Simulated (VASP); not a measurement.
# SnO2 (P2_12_12) in VASP: a series of runs

SnO2 is run at these levels: LDA; tasks: single point.

Everything below comes from runs of VASP 6.6.1. Logs are shortened: lines on timing, memory, paths and dates and some standing lists are left out, and cuts for length are marked.

**1. The cell of the first run**

Symmetry: P2_12_12, No. 18, orthorhombic system. The conventional cell has a = 4.721 Å, b = 4.721 Å, c = 3.189 Å, α = 90.00°, β = 90.00°, γ = 90.00°. Within 2.7 Å of Sn (site symmetry 2) lie 6 O at 2.07 to 2.15 Å. O (site symmetry 1) has 3 Sn at 2.07 to 2.15 Å and 4 O at 2.50 to 2.77 Å within 2.8 Å.

**2. Single point, LDA (atoms displaced along a vibrational mode)**

Contents of INCAR:

```
SYSTEM = SnO2
PREC = Accurate
ENCUT = 520
EDIFF = 1E-7
ISMEAR = 0
SIGMA = 0.05
LREAL = .False.
LASPH = .True.
NELM = 80
ALGO = Normal
ISIF = 2
LWAVE = .False.
LCHARG = .True.
GGA = CA
LELF = .True.
LVHAR = .True.
NBANDS = 35
```

Contents of KPOINTS:

```
regular mesh
0
Gamma
  6 6 8
  0 0 0
```

Contents of POSCAR:

```
SnO2
1.0
    4.7207174017      0.0000000000      0.0000000000
    0.0000000000      4.7207174017      0.0000000000
    0.0000000000      0.0000000000      3.1887553105
Sn O
2 4
Direct
    0.0000000000      0.0000000000     -0.0395138503
    0.5000000000      0.5000000000      0.5395138503
    0.2344479741      0.3777651251      0.0229898081
    0.2655520259      0.8777651251      0.4770101919
    0.7655520259      0.6222348749      0.0229898081
    0.7344479741      0.1222348749      0.4770101919
```

Potentials or basis: VASP PAW LDA potentials, release 64 (Sn_d, O).

On the command line:

```sh
$ cat potpaw_LDA.64/Sn_d/POTCAR potpaw_LDA.64/O/POTCAR > POTCAR
$ mpirun -np 1 vasp_std > vasp.out
```

OUTCAR:

```text
SYSTEM = SnO2
   PREC = Accurate
   ENCUT = 520
   EDIFF = 1E-7
   ISMEAR = 0
   LREAL = .False.
   LASPH = .True.
   NELM = 80
   ISIF = 2
   GGA = CA

 ion  position               nearest neighbor table
   1  0.000  0.000  0.960-   4 2.07   6 2.07   5 2.11   3 2.11   4 2.15   6 2.15   2 3.60   2 3.60
                             2 3.60   2 3.60
   2  0.500  0.500  0.540-   3 2.07   5 2.07   4 2.11   6 2.11   3 2.15   5 2.15   1 3.60   1 3.60
                             1 3.60   1 3.60
   3  0.234  0.378  0.023-   2 2.07   1 2.11   2 2.15
   4  0.266  0.878  0.477-   1 2.07   2 2.11   1 2.15
   5  0.766  0.622  0.023-   2 2.07   1 2.11   2 2.15
   6  0.734  0.122  0.477-   1 2.07   2 2.11   1 2.15

  LATTYP: Found a simple tetragonal cell.
 ALAT       =     4.7207174017
 C/A-ratio  =     0.6754810846

  Lattice vectors:

 A1 = (   4.7207174017,   0.0000000000,   0.0000000000)
 A2 = (   0.0000000000,   4.7207174017,   0.0000000000)
 A3 = (   0.0000000000,   0.0000000000,   3.1887553105)

Analysis of symmetry for initial positions (statically):
=====================================================================
 Subroutine PRICEL returns:
 Original cell was already a primitive cell.

 Routine SETGRP: Setting up the symmetry group for a
 simple tetragonal supercell.

 Subroutine GETGRP returns: Found  4 space group operations
 (whereof  2 operations were pure point group operations)
 out of a pool of 16 trial point group operations.

The static configuration has the point symmetry C_2 .
 The point group associated with its full space group is D_2 .

Analysis of symmetry for dynamics (positions and initial velocities):
=====================================================================
 Subroutine PRICEL returns:
 Original cell was already a primitive cell.

 Routine SETGRP: Setting up the symmetry group for a
 simple tetragonal supercell.

 Subroutine GETGRP returns: Found  4 space group operations
 (whereof  2 operations were pure point group operations)
 out of a pool of 16 trial point group operations.

The dynamic configuration has the point symmetry C_2 .
 The point group associated with its full space group is D_2 .

 Subroutine INISYM returns: Found  4 space group operations
 (whereof  2 operations are pure point group operations),
 and found     1 'primitive' translations

----------------------------------------------------------------------------------------

                                     Primitive cell

  volume of cell :      71.0620

  direct lattice vectors                    reciprocal lattice vectors
     4.720717402  0.000000000  0.000000000     0.211832210  0.000000000  0.000000000
     0.000000000  4.720717402  0.000000000     0.000000000  0.211832210  0.000000000
     0.000000000  0.000000000  3.188755310     0.000000000  0.000000000  0.313601987

  length of vectors
     4.720717402  4.720717402  3.188755310     0.211832210  0.211832210  0.313601987

  position of ions in fractional coordinates (direct lattice)
     0.000000000  0.000000000  0.960486150
     0.500000000  0.500000000  0.539513850
     0.234447974  0.377765125  0.022989808
     0.265552026  0.877765125  0.477010192
     0.765552026  0.622234875  0.022989808
     0.734447974  0.122234875  0.477010192

  ion indices of the primitive-cell ions
   primitive index   ion index
                 1           1
                 2           2
                 3           3
                 4           4
                 5           5
                 6           6

----------------------------------------------------------------------------------------

 KPOINTS: regular mesh

Automatic generation of k-mesh.
 Grid dimensions read from file:
 generate k-points for:    6    6    8

 Generating k-lattice:

  Cartesian coordinates                     Fractional coordinates (reciprocal lattice)
     0.035305368  0.000000000  0.000000000     0.166666667  0.000000000  0.000000000
     0.000000000  0.035305368  0.000000000     0.000000000  0.166666667  0.000000000
     0.000000000  0.000000000  0.039200248     0.000000000  0.000000000  0.125000000

  Length of vectors
     0.035305368  0.035305368  0.039200248

  Shift w.r.t. Gamma in fractional coordinates (k-lattice)
     0.000000000  0.000000000  0.000000000

 Subroutine IBZKPT returns following result:
 ===========================================

 Found     80 irreducible k-points:

 Following reciprocal coordinates:
            Coordinates               Weight
  0.000000  0.000000  0.000000      1.000000
  0.166667  0.000000  0.000000      2.000000
  0.000000  0.166667  0.000000      2.000000
  0.333333  0.000000  0.000000      2.000000
  0.000000  0.333333  0.000000      2.000000
  0.500000  0.000000  0.000000      1.000000
[... 16 lines left out ...]
  0.000000  0.500000  0.125000      2.000000
  0.166667  0.166667  0.125000      8.000000
 [... further k-points ...]
   k-points           NKPTS =     80   k-points in BZ     NKDIM =     80   number of bands    NBANDS=     35
   number of dos      NEDOS =    301   number of ions     NIONS =      6
   total plane-waves  NPLWV =  31104
   dimension x,y,z NGX =    36 NGY =   36 NGZ =   24
   dimension x,y,z NGXF=    72 NGYF=   72 NGZF=   48
   ions per type =               2   4
   NGX,Y,Z   is equivalent  to a cutoff of  12.68, 12.68, 12.51 a.u.
   NGXF,Y,Z  is equivalent  to a cutoff of  25.36, 25.36, 25.02 a.u.
 SYSTEM =  SnO2
   PREC   = accura    normal or accurate (medium, high low for compatibility)
   ISTART =      0    job   : 0-new  1-cont  2-samecut
   ICHARG =      2    charge: 1-file 2-atom 10-const
   ISPIN  =      1    spin polarized calculation?
   LNONCOLLINEAR =      F non collinear calculations
   LSORBIT =      F    spin-orbit coupling
   LASPH  =      T    aspherical Exc in radial PAW
   ENCUT  =  520.0 eV  38.22 Ry    6.18 a.u.   8.78  8.78  5.93*2*pi/ulx,y,z
   NELM   =     80;   NELMIN=  2; NELMDL= -5     # of ELM steps
   EDIFF  = 0.1E-06   stopping-criterion for ELM
   LREAL  =      F    real-space projection
   EDIFFG = 0.1E-05   stopping-criterion for IOM
   NSW    =      0    number of steps for IOM
   IBRION =     -1    ionic relax: 0-MD 1-quasi-New 2-CG
   NFREE  =      0    steps in history (QN), initial steepest desc. (CG)
   ISIF   =      2    stress and relaxation
   ISYM   =      2    0-nonsym 1-usesym 2-fastsym
   POTIM  = 0.5000    time-step for ionic-motion
   TEBEG  =    0.0;   TEEND  =   0.0 temperature during run
   PSTRESS=    0.0 pullay stress
   NELECT =      52.0000    total number of electrons
   NUPDOWN=      -1.0000    fix difference up-down
   EMIN   =  10.00;   EMAX   =-10.00  energy-range for DOS
   EFERMI =   0.00;   METHOD = LEGACY
   ISMEAR =     0;   SIGMA  =   0.05  broadening in eV -4-tet -1-fermi 0-gaus
   EFERMI_NEDOS =   21; number of points for ismear=-14 and -15
   IALGO  =     38    algorithm
   IMIX   =      4    mixing-type and parameters
     AMIX     =   0.40;   BMIX     =  1.00
     AMIX_MAG =   1.60;   BMIX_MAG =  1.00
  volume/ion in A,a.u.               =      11.84        79.92
  Fermi-wavevector in a.u.,A,eV,Ry     =   1.475243  2.787805 29.610927  2.176342
  Thomas-Fermi vector in A             =   2.589916
   LORBIT       =      0    0 simple, 1 ext, 2 COOP (PROOUT), +10 PAW based schemes
   GGA     = CA    functional components
   LHFCALC =     F    Hartree Fock is set to
   AEXX    =    0.0000 exact exchange contribution
   IVDW    =     0    specifies the selected vdW correction
   LEPSILON=     F    determine dielectric tensor
   LRPA    =     F    only Hartree local field effects (RPA)
 non-spin polarized calculation
 Gauss-broadening in eV      SIGMA  =   0.05
  energy-cutoff  :      520.00
  volume of cell :       71.06
 maximum number of plane-waves:      1934
   NGX = 17   NGY = 17   NGZ = 11

 number of electron      51.9999991 magnetization

 Free energy of the ion-electron system (eV)
  ---------------------------------------------------
  ext. energy  EPLUGINS =         0.00000000
  ---------------------------------------------------
  free energy    TOTEN  =       -41.42700102 eV

  energy without entropy =      -41.42700102  energy(sigma->0) =      -41.42700102

 E-fermi :   6.2482     XC(G=0): -11.9288

 val. band max:        6.0153313249   @ k =   0.1667   0.0000   0.0000
 cond. band min:       6.9965297271   @ k =   0.0000   0.0000   0.0000
 fundamental gap:      0.9811984022
 Fermi energy:         6.2482234508

 k-point     1 :       0.0000    0.0000    0.0000
  band No.  band energies     occupation
      1     -14.8445      2.00000
      2     -14.2191      2.00000
      3     -14.0526      2.00000
      4     -14.0152      2.00000
      5     -13.9938      2.00000
      6     -13.9238      2.00000
[... 27 lines left out ...]
     34      17.6482      0.00000
     35      17.7639      0.00000

 k-point     2 :       0.1667    0.0000    0.0000
  band No.  band energies     occupation
      1     -14.8055      2.00000
      2     -14.2544      2.00000
      3     -14.0500      2.00000
      4     -14.0117      2.00000
      5     -14.0015      2.00000
      6     -13.9331      2.00000
[... 27 lines left out ...]
     34      17.4549      0.00000
     35      18.5592      0.00000

 k-point     3 :       0.0000    0.1667    0.0000
  band No.  band energies     occupation
      1     -14.8072      2.00000
      2     -14.2568      2.00000
      3     -14.0523      2.00000
      4     -14.0196      2.00000
      5     -13.9925      2.00000
      6     -13.9347      2.00000
[... 27 lines left out ...]
     34      17.5994      0.00000
     35      18.1334      0.00000

 k-point     4 :       0.3333    0.0000    0.0000
  band No.  band energies     occupation
      1     -14.6952      2.00000
      2     -14.3690      2.00000
      3     -14.0431      2.00000
      4     -14.0190      2.00000
      5     -14.0014      2.00000
      6     -13.9640      2.00000
[... 27 lines left out ...]
     34      18.0519      0.00000
     35      18.5148      0.00000

 k-point     5 :       0.0000    0.3333    0.0000
  band No.  band energies     occupation
      1     -14.7009      2.00000
      2     -14.3759      2.00000
      3     -14.0505      2.00000
      4     -14.0323      2.00000
      5     -13.9885      2.00000
      6     -13.9667      2.00000
[... 638 lines left out ...]
 k-point    22 :       0.5000    0.0000    0.1250
  band No.  band energies     occupation
      1     -14.5156      2.00000
      2     -14.5156      2.00000
      3     -14.1058      2.00000
      4     -14.1058      2.00000
      5     -13.9761      2.00000
      6     -13.9761      2.00000
[... 27 lines left out ...]
     34      17.4094      0.00000
     35      19.1061      0.00000

 k-point    23 :       0.0000    0.5000    0.1250
  band No.  band energies     occupation
      1     -14.5134      2.00000
      2     -14.5134      2.00000
      3     -14.1169      2.00000
      4     -14.1169      2.00000
      5     -13.9697      2.00000
      6     -13.9697      2.00000
[... 27 lines left out ...]
     34      17.3257      0.00000
     35      18.1972      0.00000

 k-point    24 :       0.1667    0.1667    0.1250
  band No.  band energies     occupation
      1     -14.7205      2.00000
      2     -14.2671      2.00000
      3     -14.1224      2.00000
      4     -14.1007      2.00000
      5     -14.0176      2.00000
      6     -13.9312      2.00000
[... 27 lines left out ...]
     34      17.2963      0.00000
     35      18.3504      0.00000

 [... further k-points ...]
[... 5 lines left out ...]
  --------------------------------------------------------------------------------------
  -------------------------------------------------------------------------------------
  Total       -2.9838433     -2.6217538     -3.9147895      0.0000000      0.0000000      0.0000000
  in kB      -67.2743320    -59.1105894    -88.2636326      0.0000000      0.0000000      0.0000000
  external PRESSURE =     -71.5495180 kB  Pullay stress =       0.0000000 kB

 VOLUME and BASIS-vectors are now :
 -----------------------------------------------------------------------------
  energy-cutoff  :      520.00
  volume of cell :       71.06
      direct lattice vectors                 reciprocal lattice vectors
     4.720717402  0.000000000  0.000000000     0.211832210  0.000000000  0.000000000
     0.000000000  4.720717402  0.000000000     0.000000000  0.211832210  0.000000000
     0.000000000  0.000000000  3.188755310     0.000000000  0.000000000  0.313601987

 POSITION                                       TOTAL-FORCE (eV/Angst)
 -----------------------------------------------------------------------------------
      0.00000      0.00000      3.06276         0.000000      0.000000      0.948297
      2.36036      2.36036      1.72038         0.000000      0.000000     -0.948297
      1.10676      1.78332      0.07331         1.177942     -0.508208     -0.190108
      1.25360      4.14368      1.52107        -1.177942     -0.508208      0.190108
      3.61395      2.93740      0.07331        -1.177942      0.508208     -0.190108
      3.46712      0.57704      1.52107         1.177942      0.508208      0.190108
 -----------------------------------------------------------------------------------
    total drift:                                0.000000      0.000000     -0.000000

  FREE ENERGIE OF THE ION-ELECTRON SYSTEM (eV)
  ---------------------------------------------------
  free  energy   TOTEN  =       -41.4270010246 eV

  energy  without entropy=      -41.4270010246  energy(sigma->0) =      -41.42700102
```

It took 3.6 min on 1 thread of Intel Xeon 8259CL, shared host; peak memory 0.26 GiB.

Results:

```yaml
Free_energy: -41.4270 eV
Pressure: -7.2 GPa
Largest_force: 1.297 eV/Å
Band_gap_on_the_k_mesh: 0.98 eV (least direct gap 1.00 eV)
```

Forces on the atoms (eV/Å):
```
Sn   0.000  0.000  0.948
Sn   0.000  0.000 -0.948
O    1.178 -0.508 -0.190
O   -1.178 -0.508  0.190
O   -1.178  0.508 -0.190
O    1.178  0.508  0.190
```

Caveat: the cell differs from its parent crystal (atoms displaced along a vibrational mode); the cell stands under tension; spin-orbit coupling is left out, which moves the levels of the heavy elements; forces of over 1 eV/Å act on the atoms, so gaps and moduli don't describe the material at rest.

(Continued in part 2 of 2.)
